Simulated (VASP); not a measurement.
Input of a VASP 6.6.1 run:

File INCAR:

```
PREC = Accurate
ENCUT = 600
EDIFF = 1E-6
ISMEAR = 0
SIGMA = 0.1
LREAL = False
LASPH = True
NELM = 200
ALGO = Normal
ISIF = 2
LWAVE = False
LCHARG = False
ISPIN = 2
MAGMOM = 1 1 0 0 0 0
LORBIT = 11
LMAXMIX = 4
GGA = PE
NBANDS = 32
GGA_COMPAT = False
```

Contents of KPOINTS:

```
regular mesh
0
Gamma
  4 4 2
```

File POSCAR:

```
AgPtC2N2
1.0
    4.4614688200      0.0000000000      0.0000000000
   -1.1334892900      4.5890140600      0.0000000000
   -0.4193888600     -1.4153896200      7.6186329200
Ag Pt C N
1 1 2 2
Direct
    0.0000000000      0.0000000000      0.0000000000
    0.5000000000      0.5000000000      0.5000000000
    0.1944417700      0.1944417700      0.8055582300
    0.8055582300      0.8055582300      0.1944417700
    0.3069525900      0.3069525900      0.6930474100
    0.6930474100      0.6930474100      0.3069525900
```

Potentials or basis: VASP PAW PBE potentials, release 64 (Ag, Pt, C, N).

Launch:

```bash
$ cat potpaw_PBE.64/Ag/POTCAR potpaw_PBE.64/Pt/POTCAR potpaw_PBE.64/C/POTCAR potpaw_PBE.64/N/POTCAR > POTCAR
$ mpirun -np 1 vasp_std > vasp.out
```

(1) What does it give for the largest force?

(2) Estimate the pressure.

(3) What does it give for the site moments?

(4) What does it give for the band gap on the k mesh?

Answers

(1) 1.376 eV/Å.

(2) -1.9 GPa.

(3) Ag +0.02; Pt +0.79; C +0.00; N +0.01 μB.

(4) zero (filled and empty bands overlap).

Caveat: the k points lie up to 0.41 Å⁻¹ apart; spin-orbit coupling is left out, which moves the levels of the heavy elements; forces of over 1 eV/Å act on the atoms, so gaps and moduli don't describe the material at rest.
